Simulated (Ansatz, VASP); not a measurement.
## Ag in VASP and in Ansatz

INCAR

```
PREC = Accurate ; ENCUT = 520
EDIFF = 1E-6 ; ISMEAR = -1
SIGMA = 0.08 ; LREAL = False
LASPH = True ; NELM = 80
ALGO = Normal ; ISIF = 2
LWAVE = False ; LCHARG = False
GGA = PS ; NBANDS = 18
```

The input KPOINTS:

```
regular mesh
0
Gamma
  16 16 8
```

File POSCAR:

```
Ag
1.0
    2.8657138454      0.0000000000      0.0000000000
   -1.4328569227      2.4817809901      0.0000000000
    0.0000000000      0.0000000000      4.6966158744
Ag
2
Direct
    0.3333333333      0.6666666667      0.2500000000
    0.6666666667      0.3333333333      0.7500000000
```

Input for Ansatz:

```yaml
crystal:
  lattice:
    - [2.86571384543, 0.0, 0.0]
    - [-1.43285692271, 2.48178099012, 0.0]
    - [0.0, 0.0, 4.69661587435]
  atoms:
    - { symbol: Ag, position: [0.333333333333, 0.666666666667, 0.25] }
    - { symbol: Ag, position: [0.666666666667, 0.333333333333, 0.75] }
kpoints:
  mp_grid: { grid: [16, 16, 8] }
scf:
  occupations: { method: fermi_dirac, width: 0.08 }
hamiltonian:
  xc: pbesol
  pseudopotentials: { kind: all_electron, lapw: { basis_error: 0.001 } }
output:
  forces: true
  stress: true
  eigenvalues: true
  eigenstates:
    nscf_kmesh: { grid: [20, 20, 12] }
    de_dk: true
    e_range: [-14, 14]
  optics:
    e_range: [0, 25]
    de: 0.2
    sigma: 0.25
    bands: { spectra_wanted_up_to: 25 }
    nscf_kmesh: { grid: [20, 20, 12] }
    drude_damping: 0.03
checkpoint:
  write: ck
  write_wavefunctions: false
```

Alike in both runs: task single point; functional PBEsol; k mesh 16 × 16 × 8; occupations fermi-dirac, width 0.08 eV; no spin polarisation.

|  | VASP | Ansatz |
| --- | --- | --- |
| version | VASP 6.6.1 | Ansatz 0.2.0 |
| potentials or method | VASP PAW PBE potentials, release 64 (Ag), cutoff 520 eV | all-electron LAPW, scalar-relativistic |

```csv
,VASP,Ansatz,Ansatz less VASP
pressure (GPa),-0.2,0.0,+0.20
```

VASP's potentials were made for PBE, not for PBEsol. Ansatz ran all-electron here, and VASP with PAW potentials. Ansatz's warnings: optics on partly filled bands.
